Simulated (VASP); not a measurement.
Runs of VASP 6.6.1 on TePb. The structure is that of space group I4/mmm (No. 139), or close to it. The cells are those of the table. 

```tsv
cell	gap on the mesh (eV)	pressure (GPa)
a = 4.849, b = 4.849, c = 4.182 Å, angles 64.5, 64.5, 51.1°, 2 atoms	none	9.3
a = 4.446, b = 4.446, c = 4.958 Å, angles 56.1, 56.1, 67.8°, 2 atoms	none	8.9
a = 4.647, b = 4.647, c = 4.421 Å, angles 61.6, 61.6, 56.8°, 2 atoms	(b)	2.9
a = 4.509, b = 4.509, c = 4.692 Å, angles 58.6, 58.6, 62.7°, 2 atoms	0.62	2.8
a = 4.979, b = 4.979, c = 4.066 Å, angles 65.9, 65.9, 48.2°, 2 atoms	none	13.4
a = 4.471, b = 4.471, c = 4.818 Å, angles 57.4, 57.4, 65.2°, 2 atoms	0.07	5.8
a = 4.443, b = 4.443, c = 5.268 Å, angles 53.6, 53.6, 72.7°, 2 atoms	none	24.9
a = 4.436, b = 4.436, c = 5.123 Å, angles 54.7, 54.7, 70.5°, 2 atoms	none	16.0
a = 4.535, b = 4.535, c = 4.626 Å, angles 59.3, 59.3, 61.3°, 2 atoms	0.91	(a)
a = 5.082, b = 5.082, c = 3.987 Å, angles 66.9, 66.9, 46.2°, 2 atoms	none	15.9
a = 4.744, b = 4.744, c = 4.295 Å, angles 63.1, 63.1, 53.8°, 2 atoms	(c)	5.8
```

Alike in all rows: task single point; level r2SCAN; potentials or basis VASP PAW PBE potentials, release 64 (Te, Pb_d); no spin polarisation; k mesh 8 × 8 × 8; cutoff (eV) 520; smearing gaussian 0.05 eV.

Q: Fill in the values left out.

A: (a) 2.0; (b) 0.58; (c) 0.06.

Caveats: the PAW data sets were made with another functional, which shifts forces and pressure a little; spin-orbit coupling is left out, which moves the levels of the heavy elements.

A k mesh can miss the band edges, and the runs leave out spin-orbit coupling on Pb, Te.

A gap of «none» marks levels without a gap at the run's occupations.
